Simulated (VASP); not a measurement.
Here is a VASP 6.6.1 calculation.

Contents of POSCAR:

```
Cu
1.0
    2.9532898596      0.0000000000      0.0000000000
    0.0000000000      2.9532898596      0.0000000000
    0.0000000000      0.0000000000      2.7934006095
Cu
2
Direct
    0.0000000000      0.0000000000      0.0000000000
    0.5000000000      0.5000000000      0.5000000000
```

The input INCAR.step1:

```
PREC = Accurate ; ENCUT = 520
ISMEAR = 0 ; SIGMA = 0.1
LREAL = False ; LASPH = True
NELM = 60 ; NBANDS = 18
GGA = PE ; ALGO = Normal
EDIFF = 1E-4 ; LWAVE = True
LCHARG = False
```

Contents of INCAR.step2:

```
PREC = Accurate ; ENCUT = 520
EDIFF = 1E-6 ; ISMEAR = 0
SIGMA = 0.1 ; LREAL = False
LASPH = True ; NELM = 60
ALGO = Normal ; ISIF = 2
LWAVE = False ; LCHARG = False
METAGGA = R2SCAN ; LMIXTAU = True
NBANDS = 18 ; ISTART = 1
```

The input KPOINTS:

```
regular mesh
0
Gamma
  18 18 18
```

Potentials or basis: VASP PAW PBE potentials, release 64 (Cu).

Command:

```sh
$ cat potpaw_PBE.64/Cu/POTCAR > POTCAR
$ cp INCAR.step1 INCAR
$ mpirun -np 1 vasp_std > vasp.out
$ cp INCAR.step2 INCAR
$ mpirun -np 1 vasp_std > vasp.out
```

Q: What does it give for the pressure?

A: -7.4 GPa.

Q: Estimate the band gap on the k mesh.

A: Zero (bands 11 and 12 overlap by 7.85 eV).

Stress tensor (GPa, compression positive):
```
-7.30  0.00  0.00
 0.00 -7.30  0.00
 0.00  0.00 -7.61
```

Caveat: the cell differs from its parent crystal (equal strain along all axes, cell held: +2.0 %); the cell stands under tension; the PAW data sets were made with another functional, which shifts forces and pressure a little.
